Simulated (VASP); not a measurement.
# BaO (Fm-3m) in VASP: a series of runs, part 2 of 2

VASP 6.6.1.

**5. Single point, PBE+D3(BJ)**

This run uses another cell than the first one, of 23.29 Å³/atom, 1.120 times its volume.

INCAR reads:

```
SYSTEM = BaO
PREC     = Accurate       ! precision mode
ENCUT    = 600            ! plane-wave cutoff, eV
EDIFF    = 1E-6           ! SCF threshold, eV
ISMEAR   = 0              ! smearing method
SIGMA    = 0.01           ! smearing width, eV
LREAL    = .False.        ! projectors in reciprocal space
LASPH    = .True.         ! aspherical terms in the spheres
NELM     = 120            ! most SCF steps
ALGO     = Normal         ! electronic algorithm
ISIF     = 2              ! what is computed and relaxed
LWAVE    = .False.        ! write WAVECAR
LCHARG   = .False.        ! write CHGCAR
GGA      = PE             ! functional
IVDW     = 12             ! dispersion correction
NBANDS   = 15             ! bands
GGA_COMPAT= .False.
```

KPOINTS reads:

```
Automatic mesh
0
Gamma
  8 8 8
  0 0 0
```

POSCAR reads:

```
BaO
1.0
    0.0000000000      2.8558717560      2.8558717560
    2.8558717560      0.0000000000      2.8558717560
    2.8558717560      2.8558717560      0.0000000000
Ba O
1 1
Direct
    0.0000000000      0.0000000000      0.0000000000
    0.5000000000      0.5000000000      0.5000000000
```

Potentials or basis: VASP PAW PBE potentials, release 64 (Ba_sv, O).

Launch:

```bash
$ cat potpaw_PBE.64/Ba_sv/POTCAR potpaw_PBE.64/O/POTCAR > POTCAR
$ mpirun -np 1 vasp_std > vasp.out
```

OUTCAR:

```text
SYSTEM = BaO
   PREC = Accurate
   ENCUT = 600
   EDIFF = 1E-6
   ISMEAR = 0
   LREAL = .False.
   LASPH = .True.
   NELM = 120
   ISIF = 2
   GGA = PE
   IVDW = 12
 IVDW          = 12

 ion  position               nearest neighbor table
   1  0.000  0.000  0.000-   2 2.86   2 2.86   2 2.86   2 2.86   2 2.86   2 2.86
   2  0.500  0.500  0.500-   1 2.86   1 2.86   1 2.86   1 2.86   1 2.86   1 2.86

  LATTYP: Found a face centered cubic cell.
 ALAT       =     5.7117435120

  Lattice vectors:

 A1 = (   0.0000000000,   2.8558717560,   2.8558717560)
 A2 = (   2.8558717560,   0.0000000000,   2.8558717560)
 A3 = (   2.8558717560,   2.8558717560,   0.0000000000)

Analysis of symmetry for initial positions (statically):
=====================================================================
 Subroutine PRICEL returns:
 Original cell was already a primitive cell.

 Routine SETGRP: Setting up the symmetry group for a
 face centered cubic supercell.

 Subroutine GETGRP returns: Found 48 space group operations
 (whereof 48 operations were pure point group operations)
 out of a pool of 48 trial point group operations.

The static configuration has the point symmetry O_h .

Analysis of symmetry for dynamics (positions and initial velocities):
=====================================================================
 Subroutine PRICEL returns:
 Original cell was already a primitive cell.

 Routine SETGRP: Setting up the symmetry group for a
 face centered cubic supercell.

 Subroutine GETGRP returns: Found 48 space group operations
 (whereof 48 operations were pure point group operations)
 out of a pool of 48 trial point group operations.

The dynamic configuration has the point symmetry O_h .

 Subroutine INISYM returns: Found 48 space group operations
 (whereof 48 operations are pure point group operations),
 and found     1 'primitive' translations

----------------------------------------------------------------------------------------

                                     Primitive cell

  volume of cell :      46.5850

  direct lattice vectors                    reciprocal lattice vectors
[... 120 lines left out ...]
  energy-cutoff  :      600.00
  volume of cell :       46.58
 maximum number of plane-waves:      1588
   NGX = 17   NGY = 17   NGZ = 17

 number of electron      16.0000001 magnetization

 Free energy of the ion-electron system (eV)
  ---------------------------------------------------
  ext. energy  EPLUGINS =         0.00000000
  ---------------------------------------------------
  free energy    TOTEN  =       -11.78886386 eV

  energy without entropy =      -11.78886386  energy(sigma->0) =      -11.78886386

 E-fermi :   1.3300     XC(G=0):  -9.2023

 val. band max:        1.2773500347   @ k =   0.5000   0.5000   0.0000
 cond. band min:       3.5203556014   @ k =   0.5000   0.5000   0.0000
 fundamental gap:      2.2430055666
 Fermi energy:         1.3300330622

 k-point     1 :       0.0000    0.0000    0.0000
  band No.  band energies     occupation
      1     -24.6769      2.00000
      2     -13.4797      2.00000
      3      -9.3441      2.00000
      4      -9.3441      2.00000
      5      -9.3441      2.00000
      6       1.1523      2.00000
      7       1.1523      2.00000
      8       1.1523      2.00000
      9       4.4461      0.00000
     10       5.9830      0.00000
     11       5.9830      0.00000
     12       5.9830      0.00000
     13       8.0263      0.00000
     14       8.0263      0.00000
[... 401 lines left out ...]
      2     -13.8734      2.00000
      3      -9.8210      2.00000
      4      -9.8117      2.00000
      5      -9.4423      2.00000
      6       0.0669      2.00000
      7       0.5696      2.00000
      8       0.6434      2.00000
      9       6.0531      0.00000
     10       6.6221      0.00000
     11       8.6087      0.00000
     12       8.7978      0.00000
     13      10.7317      0.00000
     14      12.3561      0.00000
     15      12.6368      0.00000

 [... further k-points ...]

------------------------ aborting loop because EDIFF is reached ----------------------------------------

 Edisp (eV)   -0.41253

 E8    (eV) :    -0.2132

  FORCE on cell =-STRESS in cart. coord.  units (eV):
  Direction    XX          YY          ZZ          XY          YZ          ZX
  --------------------------------------------------------------------------------------
  -------------------------------------------------------------------------------------
  Total      -1.33942    -1.33942    -1.33942    -0.00000    -0.00000    -0.00000
  in kB     -46.06597   -46.06597   -46.06597    -0.00000    -0.00000    -0.00000
  external pressure =      -46.07 kB  Pullay stress =        0.00 kB

 VOLUME and BASIS-vectors are now :
 -----------------------------------------------------------------------------
  energy-cutoff  :      600.00
  volume of cell :       46.58
      direct lattice vectors                 reciprocal lattice vectors
     0.000000000  2.855871756  2.855871756    -0.175077890  0.175077890  0.175077890
     2.855871756  0.000000000  2.855871756     0.175077890 -0.175077890  0.175077890
     2.855871756  2.855871756  0.000000000     0.175077890  0.175077890 -0.175077890

 POSITION                                       TOTAL-FORCE (eV/Angst)
 -----------------------------------------------------------------------------------
      0.00000      0.00000      0.00000         0.000000      0.000000      0.000000
      2.85587      2.85587      2.85587        -0.000000     -0.000000     -0.000000
 -----------------------------------------------------------------------------------
    total drift:                                0.000000     -0.000000      0.000000

  FREE ENERGIE OF THE ION-ELECTRON SYSTEM (eV)
  ---------------------------------------------------
  free  energy   TOTEN  =       -12.2013942021 eV

  energy  without entropy=      -12.2013942021  energy(sigma->0) =      -12.20139420
```

OSZICAR:

```text
N       E                     dE             d eps       ncg     rms          rms(c)
DAV:   1     0.870707967657E+02    0.87071E+02   -0.82027E+03   878   0.108E+03
DAV:   2    -0.965470968944E+01   -0.96726E+02   -0.86484E+02  1249   0.210E+02
DAV:   3    -0.143338314256E+02   -0.46791E+01   -0.46441E+01  1056   0.465E+01
DAV:   4    -0.143937246035E+02   -0.59893E-01   -0.59881E-01  1060   0.526E+00
DAV:   5    -0.143949552806E+02   -0.12307E-02   -0.12305E-02  1011   0.650E-01    0.927E+00
DAV:   6    -0.120986877960E+02    0.22963E+01   -0.92743E+00   905   0.208E+01    0.625E+00
DAV:   7    -0.118167036535E+02    0.28198E+00   -0.78059E-01   976   0.664E+00    0.198E+00
DAV:   8    -0.117918993191E+02    0.24804E-01   -0.12663E-01  1052   0.352E+00    0.625E-01
DAV:   9    -0.117873465777E+02    0.45527E-02   -0.13729E-02  1017   0.108E+00    0.177E-01
DAV:  10    -0.117888692602E+02   -0.15227E-02   -0.34158E-03   919   0.466E-01    0.484E-02
DAV:  11    -0.117888578931E+02    0.11367E-04   -0.16888E-04  1101   0.989E-02    0.315E-02
DAV:  12    -0.117888644275E+02   -0.65343E-05   -0.25202E-05   940   0.439E-02    0.597E-03
DAV:  13    -0.117888638631E+02    0.56437E-06   -0.26707E-06  1087   0.136E-02
   1 F= -.12201394E+02 E0= -.12201394E+02  d E =-.292030E-16
```

Wall time 26 s (1 thread of Intel Xeon Platinum 8375C at 2.90GHz (Ice Lake), shared host); peak memory 0.19 GiB.

What came out:

```
Free energy                : -12.2014 eV
Pressure                   : -4.6 GPa
Band gap on the k mesh     : 2.24 eV, direct
Dispersion energy per atom : -0.206 eV
```

Caveat: spin-orbit coupling is left out, which moves the levels of the heavy elements. A hybrid or GW would open this gap; PBE tends to underestimate it.

**6. The runs side by side**

```tsv
cell	gap on the mesh (eV)	pressure (GPa)
a = 3.889 Å, angles 60.0°, 2 atoms	1.90	3.0
a = 3.940 Å, angles 60.0°, 2 atoms	2.04	-0.1
a = 3.990 Å, angles 60.0°, 2 atoms	2.15	-2.6
a = 4.039 Å, angles 60.0°, 2 atoms	2.24	-4.6
```

Alike in all rows: task single point; level PBE+D3(BJ); potentials or basis VASP PAW PBE potentials, release 64 (Ba_sv, O); no spin polarisation; k mesh 8 × 8 × 8; cutoff (eV) 600; smearing gaussian 0.01 eV.

Caveats: spin-orbit coupling is left out, which moves the levels of the heavy elements.

Total energies depend on the potentials used, so only differences within one code and one set of settings carry meaning.
